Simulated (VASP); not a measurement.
# LiP2 (P4/mbm) in VASP: further runs

LiP2 is run at these levels: PBE; tasks: single point, relaxation of cell and atoms.

All numbers are computed with VASP 6.6.1; they aren't measurements. Logs are shortened: lines on timing, memory, paths and dates and some standing lists are left out, and cuts for length are marked.

**1. The cell of the first run**

It takes space group P4/mbm (No. 127, tetragonal). Conventional cell: a = 6.410 Å, b = 6.410 Å, c = 2.515 Å, α = 90.00°, β = 90.00°, γ = 90.00°. Within 3.3 Å of Li (site symmetry 4/m) lie 2 Li at 2.51 Å and 4 P at 2.56 Å. Within 2.8 Å of P (site symmetry m2m) lie 3 P at 2.15 to 2.51 Å and 2 Li at 2.56 Å.

**2. Single point, PBE**

INCAR

```
SYSTEM = LiP2
PREC = Accurate
ENCUT = 520
EDIFF = 1E-6
ISMEAR = 0
SIGMA = 0.1
LREAL = .FALSE.
LASPH = .TRUE.
NELM = 100
ALGO = Normal
ISIF = 2
LWAVE = .FALSE.
LCHARG = .FALSE.
GGA = PE
NBANDS = 22
```

KPOINTS

```
regular mesh
0
G
  6 6 14
  0 0 0
```

POSCAR

```
LiP2
1.0
    6.4097688635      0.0000000000      0.0000000000
    0.0000000000      6.4097688635      0.0000000000
    0.0000000000      0.0000000000      2.5145172221
Li P
2 4
Direct
    0.5000000000      0.5000000000      0.0000000000
    0.0000000000      0.0000000000      0.0000000000
    0.8814299460      0.6185700540      0.0000000000
    0.1185700540      0.3814299460      0.0000000000
    0.6185700540      0.1185700540      0.0000000000
    0.3814299460      0.8814299460      0.0000000000
```

Potentials or basis: VASP PAW PBE potentials, release 64 (Li_sv, P).

Run with:

```bash
cat potpaw_PBE.64/Li_sv/POTCAR potpaw_PBE.64/P/POTCAR > POTCAR
mpirun -np 1 vasp_std > vasp.out
```

OUTCAR:

```text
SYSTEM = LiP2
   PREC = Accurate
   ENCUT = 520
   EDIFF = 1E-6
   ISMEAR = 0
   LREAL = .FALSE.
   LASPH = .TRUE.
   NELM = 100
   ISIF = 2
   GGA = PE

 ion  position               nearest neighbor table
   1  0.500  0.500  0.000-   3 2.56   4 2.56   5 2.56   6 2.56
   2  0.000  0.000  0.000-   3 2.56   4 2.56   5 2.56   6 2.56
   3  0.881  0.619  0.000-   4 2.15   2 2.56   1 2.56
   4  0.119  0.381  0.000-   3 2.15   2 2.56   1 2.56
   5  0.619  0.119  0.000-   6 2.15   2 2.56   1 2.56
   6  0.381  0.881  0.000-   5 2.15   2 2.56   1 2.56

  LATTYP: Found a simple tetragonal cell.
 ALAT       =     6.4097688635
 C/A-ratio  =     0.3922945235

  Lattice vectors:

 A1 = (   6.4097688635,   0.0000000000,   0.0000000000)
 A2 = (   0.0000000000,   6.4097688635,   0.0000000000)
 A3 = (   0.0000000000,   0.0000000000,   2.5145172221)

Analysis of symmetry for initial positions (statically):
=====================================================================
 Subroutine PRICEL returns:
 Original cell was already a primitive cell.

 Routine SETGRP: Setting up the symmetry group for a
 simple tetragonal supercell.

 Subroutine GETGRP returns: Found 16 space group operations
 (whereof  8 operations were pure point group operations)
 out of a pool of 16 trial point group operations.

The static configuration has the point symmetry C_4h.
 The point group associated with its full space group is D_4h.

Analysis of symmetry for dynamics (positions and initial velocities):
=====================================================================
 Subroutine PRICEL returns:
 Original cell was already a primitive cell.

 Routine SETGRP: Setting up the symmetry group for a
 simple tetragonal supercell.

 Subroutine GETGRP returns: Found 16 space group operations
 (whereof  8 operations were pure point group operations)
 out of a pool of 16 trial point group operations.

The dynamic configuration has the point symmetry C_4h.
 The point group associated with its full space group is D_4h.

 Subroutine INISYM returns: Found 16 space group operations
 (whereof  8 operations are pure point group operations),
 and found     1 'primitive' translations

----------------------------------------------------------------------------------------

                                     Primitive cell

  volume of cell :     103.3093

  direct lattice vectors                    reciprocal lattice vectors
     6.409768864  0.000000000  0.000000000     0.156011866  0.000000000  0.000000000
     0.000000000  6.409768864  0.000000000     0.000000000  0.156011866  0.000000000
     0.000000000  0.000000000  2.514517222     0.000000000  0.000000000  0.397690655

  length of vectors
     6.409768864  6.409768864  2.514517222     0.156011866  0.156011866  0.397690655

  position of ions in fractional coordinates (direct lattice)
     0.500000000  0.500000000  0.000000000
     0.000000000  0.000000000  0.000000000
     0.881429946  0.618570054  0.000000000
     0.118570054  0.381429946  0.000000000
     0.618570054  0.118570054  0.000000000
     0.381429946  0.881429946  0.000000000

  ion indices of the primitive-cell ions
   primitive index   ion index
                 1           1
                 2           2
                 3           3
                 4           4
                 5           5
                 6           6

----------------------------------------------------------------------------------------

 KPOINTS: regular mesh

Automatic generation of k-mesh.
 Grid dimensions read from file:
 generate k-points for:    6    6   14

 Generating k-lattice:

  Cartesian coordinates                     Fractional coordinates (reciprocal lattice)
     0.026001978  0.000000000  0.000000000     0.166666667  0.000000000  0.000000000
     0.000000000  0.026001978  0.000000000     0.000000000  0.166666667  0.000000000
     0.000000000  0.000000000  0.028406475     0.000000000  0.000000000  0.071428571

  Length of vectors
     0.026001978  0.026001978  0.028406475

  Shift w.r.t. Gamma in fractional coordinates (k-lattice)
     0.000000000  0.000000000  0.000000000

 Subroutine IBZKPT returns following result:
 ===========================================

 Found     80 irreducible k-points:

 Following reciprocal coordinates:
            Coordinates               Weight
  0.000000  0.000000  0.000000      1.000000
  0.166667  0.000000  0.000000      4.000000
  0.333333  0.000000  0.000000      4.000000
  0.500000  0.000000  0.000000      2.000000
  0.166667  0.166667  0.000000      4.000000
  0.333333  0.166667  0.000000      8.000000
[... 16 lines left out ...]
  0.333333  0.000000  0.142857      8.000000
  0.500000  0.000000  0.142857      4.000000
 [... further k-points ...]
   k-points           NKPTS =     80   k-points in BZ     NKDIM =     80   number of bands    NBANDS=     22
   number of dos      NEDOS =    301   number of ions     NIONS =      6
   total plane-waves  NPLWV =  46080
   dimension x,y,z NGX =    48 NGY =   48 NGZ =   20
   dimension x,y,z NGXF=    96 NGYF=   96 NGZF=   40
   ions per type =               2   4
   NGX,Y,Z   is equivalent  to a cutoff of  12.45, 12.45, 13.22 a.u.
   NGXF,Y,Z  is equivalent  to a cutoff of  24.90, 24.90, 26.45 a.u.
 SYSTEM =  LiP2
   PREC   = accura    normal or accurate (medium, high low for compatibility)
   ISTART =      0    job   : 0-new  1-cont  2-samecut
   ICHARG =      2    charge: 1-file 2-atom 10-const
   ISPIN  =      1    spin polarized calculation?
   LNONCOLLINEAR =      F non collinear calculations
   LSORBIT =      F    spin-orbit coupling
   LASPH  =      T    aspherical Exc in radial PAW
   ENCUT  =  520.0 eV  38.22 Ry    6.18 a.u.  11.92 11.92  4.68*2*pi/ulx,y,z
   NELM   =    100;   NELMIN=  2; NELMDL= -5     # of ELM steps
   EDIFF  = 0.1E-05   stopping-criterion for ELM
   LREAL  =      F    real-space projection
   EDIFFG = 0.1E-04   stopping-criterion for IOM
   NSW    =      0    number of steps for IOM
   IBRION =     -1    ionic relax: 0-MD 1-quasi-New 2-CG
   NFREE  =      0    steps in history (QN), initial steepest desc. (CG)
   ISIF   =      2    stress and relaxation
   ISYM   =      2    0-nonsym 1-usesym 2-fastsym
   POTIM  = 0.5000    time-step for ionic-motion
   TEBEG  =    0.0;   TEEND  =   0.0 temperature during run
   PSTRESS=    0.0 pullay stress
   NELECT =      26.0000    total number of electrons
   NUPDOWN=      -1.0000    fix difference up-down
   EMIN   =  10.00;   EMAX   =-10.00  energy-range for DOS
   EFERMI =   0.00;   METHOD = LEGACY
   ISMEAR =     0;   SIGMA  =   0.10  broadening in eV -4-tet -1-fermi 0-gaus
   EFERMI_NEDOS =   21; number of points for ismear=-14 and -15
   IALGO  =     38    algorithm
   IMIX   =      4    mixing-type and parameters
     AMIX     =   0.40;   BMIX     =  1.00
     AMIX_MAG =   1.60;   BMIX_MAG =  1.00
  volume/ion in A,a.u.               =      17.22       116.19
  Fermi-wavevector in a.u.,A,eV,Ry     =   1.033601  1.953222 14.535520  1.068331
  Thomas-Fermi vector in A             =   2.167855
   LORBIT       =      0    0 simple, 1 ext, 2 COOP (PROOUT), +10 PAW based schemes
   GGA     = PE    functional components
   LHFCALC =     F    Hartree Fock is set to
   AEXX    =    0.0000 exact exchange contribution
   IVDW    =     0    specifies the selected vdW correction
   LEPSILON=     F    determine dielectric tensor
   LRPA    =     F    only Hartree local field effects (RPA)
 non-spin polarized calculation
 Gauss-broadening in eV      SIGMA  =   0.10
  energy-cutoff  :      520.00
  volume of cell :      103.31
 maximum number of plane-waves:      2808
 NGX is ok and might be reduce to    48
   NGX = 23   NGY = 23   NGZ =  9

 number of electron      25.9999995 magnetization

 Free energy of the ion-electron system (eV)
  ---------------------------------------------------
  ext. energy  EPLUGINS =         0.00000000
  ---------------------------------------------------
  free energy    TOTEN  =       -25.84780941 eV

  energy without entropy =      -25.83705972  energy(sigma->0) =      -25.84243456

 E-fermi :   4.8464     XC(G=0):  -9.3774

 val. band max:        4.8321728255   @ k =   0.3333   0.1667   0.2143
 cond. band min:       4.8489400336   @ k =   0.3333   0.3333   0.2143
 fundamental gap:      0.0167672080
 Fermi energy:         4.8463531492

 k-point     1 :       0.0000    0.0000    0.0000
  band No.  band energies     occupation
      1     -41.3775      2.00000
      2     -41.3772      2.00000
      3      -9.0812      2.00000
      4      -8.4558      2.00000
      5      -5.2509      2.00000
      6      -5.2509      2.00000
[... 14 lines left out ...]
     21      12.6867      0.00000
     22      12.6868      0.00000

 k-point     2 :       0.1667    0.0000    0.0000
  band No.  band energies     occupation
      1     -41.3775      2.00000
      2     -41.3773      2.00000
      3      -9.0463      2.00000
      4      -8.5070      2.00000
      5      -5.2356      2.00000
      6      -5.2305      2.00000
[... 14 lines left out ...]
     21      11.8232      0.00000
     22      12.0942      0.00000

 k-point     3 :       0.3333    0.0000    0.0000
  band No.  band energies     occupation
      1     -41.3775      2.00000
      2     -41.3773      2.00000
      3      -8.9468      2.00000
      4      -8.6381      2.00000
      5      -5.2018      2.00000
      6      -5.1931      2.00000
[... 14 lines left out ...]
     21      11.2799      0.00000
     22      12.1158      0.00000
[... 476 lines left out ...]
 k-point    23 :       0.3333    0.0000    0.1429
  band No.  band energies     occupation
      1     -41.3689      2.00000
      2     -41.3688      2.00000
      3      -8.5181      2.00000
      4      -8.2112      2.00000
      5      -4.7614      2.00000
      6      -4.7530      2.00000
[... 14 lines left out ...]
     21      10.9278      0.00000
     22      11.4607      0.00000

 k-point    24 :       0.5000    0.0000    0.1429
  band No.  band energies     occupation
      1     -41.3689      2.00000
      2     -41.3689      2.00000
      3      -8.3722      2.00000
      4      -8.3722      2.00000
      5      -4.7398      2.00000
      6      -4.7398      2.00000
[... 14 lines left out ...]
     21      10.9252      0.00000
     22      10.9252      0.00000

 [... further k-points ...]

------------------------ aborting loop because EDIFF is reached ----------------------------------------

  FORCE on cell =-STRESS in cart. coord.  units (eV):
  Direction    XX          YY          ZZ          XY          YZ          ZX
  --------------------------------------------------------------------------------------
  -------------------------------------------------------------------------------------
  Total       -0.1203529     -0.1203529     -0.1213493      0.0000000      0.0000000     -0.0000000
  in kB       -1.8664985     -1.8664985     -1.8819517      0.0000000      0.0000000     -0.0000000
  external PRESSURE =      -1.8716496 kB  Pullay stress =       0.0000000 kB

 VOLUME and BASIS-vectors are now :
 -----------------------------------------------------------------------------
  energy-cutoff  :      520.00
  volume of cell :      103.31
      direct lattice vectors                 reciprocal lattice vectors
     6.409768864  0.000000000  0.000000000     0.156011866  0.000000000  0.000000000
     0.000000000  6.409768864  0.000000000     0.000000000  0.156011866  0.000000000
     0.000000000  0.000000000  2.514517222     0.000000000  0.000000000  0.397690655

 POSITION                                       TOTAL-FORCE (eV/Angst)
 -----------------------------------------------------------------------------------
      3.20488      3.20488      0.00000         0.000000     -0.000000      0.000000
      0.00000      0.00000      0.00000         0.000000     -0.000000      0.000000
      5.64976      3.96489      0.00000         0.036214     -0.036214     -0.000000
      0.76001      2.44488      0.00000        -0.036214      0.036214      0.000000
      3.96489      0.76001      0.00000        -0.036214     -0.036214      0.000000
      2.44488      5.64976      0.00000         0.036214      0.036214      0.000000
 -----------------------------------------------------------------------------------
    total drift:                               -0.000000     -0.000000      0.000000

  FREE ENERGIE OF THE ION-ELECTRON SYSTEM (eV)
  ---------------------------------------------------
  free  energy   TOTEN  =       -25.8478094075 eV

  energy  without entropy=      -25.8370597220  energy(sigma->0) =      -25.84243456
```

It took 64 s on 1 thread of Intel Xeon 6975P-C (Granite Rapids), shared host; peak memory 0.28 GiB.

Results:

| Item | Value |
| --- | --- |
| Free energy | -25.8478 eV |
| Largest force | 0.051 eV/Å |
| Band gap on the k mesh | zero (band 13 reaches 7.82 eV, above the bottom of band 14 at 3.56 eV) |

Forces on the atoms (eV/Å):
```
Li   0.000  0.000  0.000
Li   0.000  0.000  0.000
P    0.036 -0.036  0.000
P   -0.036  0.036  0.000
P   -0.036 -0.036  0.000
P    0.036  0.036  0.000
```

Caveat: the cutoff is under 1.25 times the usual one of these potentials, so pressure, stress and relaxed cells hold a basis-set (Pulay) error.

**3. Relaxation of cell and atoms, PBE**

This run uses another cell than the first one, of 17.46 Å³/atom, 1.014 times its volume.

INCAR

```
ALGO = Normal ; EDIFF = 1E-6
EDIFFG = -0.01 ; ENCUT = 600
GGA = PE ; IBRION = 2
ISIF = 3 ; ISMEAR = 0
LASPH = True ; LCHARG = False
LREAL = False ; LWAVE = False
NELM = 100 ; NSW = 100
PREC = Accurate ; SIGMA = 0.1
```

KPOINTS

```
k-points
0
Gamma
  6 6 14
```

POSCAR

```
LiP2
1.0
    6.3830083766      0.0000000000      0.0000000000
    0.0000000000      6.3830083766      0.0000000000
    0.0000000000      0.0000000000      2.5706040606
Li P
2 4
Direct
    0.5000000000      0.5000000000      0.0000000000
    0.0000000000      0.0000000000      0.0000000000
    0.8827577719      0.6172422281      0.0000000000
    0.1172422281      0.3827577719      0.0000000000
    0.6172422281      0.1172422281      0.0000000000
    0.3827577719      0.8827577719      0.0000000000
```

Potentials or basis: VASP PAW PBE potentials, release 64 (Li_sv, P).

Run with:

```bash
cat potpaw_PBE.64/Li_sv/POTCAR potpaw_PBE.64/P/POTCAR > POTCAR
mpirun -np 1 vasp_std > vasp.out
```

Wall time 7.5 min (1 thread of Intel Xeon 6975P-C (Granite Rapids), shared host); peak memory 0.34 GiB.

The run converged. Its results:

```
Free energy                            : -25.8492 eV
Relaxed volume                         : 17.20 Å³/atom
Relaxed cell                           : a = 6.408 Å, b = 6.408 Å, c = 2.514 Å, α = 90.00°, β = 90.00°, γ = 90.00°
Space group after relaxing (to 0.05 Å) : P4/mbm (No. 127)
Energy gained by relaxing              : 2.6 meV/atom
Ionic steps                            : 10
Pressure after relaxing                : 0.0 GPa
Largest force after relaxing           : 0.003 eV/Å
Band gap on the k mesh                 : zero (band 13 reaches 7.85 eV, above the bottom of band 14 at 3.56 eV)
```

Forces in eV/Å, atoms in the order of the input:
```
Li   0.000  0.000  0.000
Li   0.000  0.000  0.000
P    0.002 -0.002  0.000
P   -0.002  0.002  0.000
P   -0.002 -0.002  0.000
P    0.002  0.002  0.000
```

The path:
| step | energy change (eV) | largest force (eV/Å) | pressure (GPa) | volume (Å³) |
| --- | --- | --- | --- | --- |
| 1 | 0.0000 | 0.0878 | -0.14 | 104.73 |
| 2 | -0.0089 | 0.0038 | -0.36 | 104.50 |
| 3 | -0.0136 | 0.0570 | -0.56 | 104.25 |
| 4 | -0.0136 | 0.0990 | -0.61 | 104.13 |
| 5 | -0.0139 | 0.0745 | -0.58 | 104.19 |
| 6 | -0.0143 | 0.0819 | 0.33 | 102.90 |
| 7 | -0.0155 | 0.0096 | -0.10 | 103.49 |
| 8 | -0.0157 | 0.0164 | -0.03 | 103.33 |
| 9 | -0.0157 | 0.0184 | -0.01 | 103.27 |
| 10 | -0.0157 | 0.0030 | -0.05 | 103.22 |

Final structure:
```
Li P
1.0
     6.40794    0.00000    0.00000
     0.00000    6.40794    0.00000
     0.00000    0.00000    2.51372
Li P
2 4
Direct
  0.50000 0.50000 0.00000
  0.00000 0.00000 0.00000
  0.88164 0.61836 0.00000
  0.11836 0.38164 0.00000
  0.61836 0.11836 0.00000
  0.38164 0.88164 0.00000
```

Levels at points of the mesh, in eV from the Fermi level:
| k point | band 9 | band 10 | band 11 | band 12 | band 13 | band 14 | band 15 | band 16 | band 17 |
| --- | --- | --- | --- | --- | --- | --- | --- | --- | --- |
| (0.00, 0.00, 0.00) | -4.39 | -4.39 | -3.40 | 0.14 | 2.93 | 2.93 | 4.13 | 4.63 | 4.63 |
| (0.50, 0.00, 0.00) | -3.11 | -3.11 | -1.83 | -1.83 | 1.33 | 1.33 | 5.24 | 5.24 | 5.64 |
| (0.50, 0.50, 0.00) | -4.14 | -4.14 | -2.00 | -2.00 | 2.76 | 2.76 | 3.56 | 3.56 | 4.61 |
| (0.00, 0.00, 0.50) | -3.54 | -3.54 | -1.44 | -1.18 | -0.96 | -0.96 | 0.58 | 2.00 | 2.69 |
| (0.50, 0.00, 0.50) | -3.56 | -3.56 | -2.11 | -2.11 | 0.02 | 0.02 | 1.56 | 1.56 | 2.05 |
| (0.50, 0.50, 0.50) | -3.71 | -3.71 | -1.43 | -1.43 | -0.58 | -0.58 | 1.29 | 1.29 | 2.54 |

Caveat: the cutoff is under 1.25 times the usual one of these potentials, so pressure, stress and relaxed cells hold a basis-set (Pulay) error.
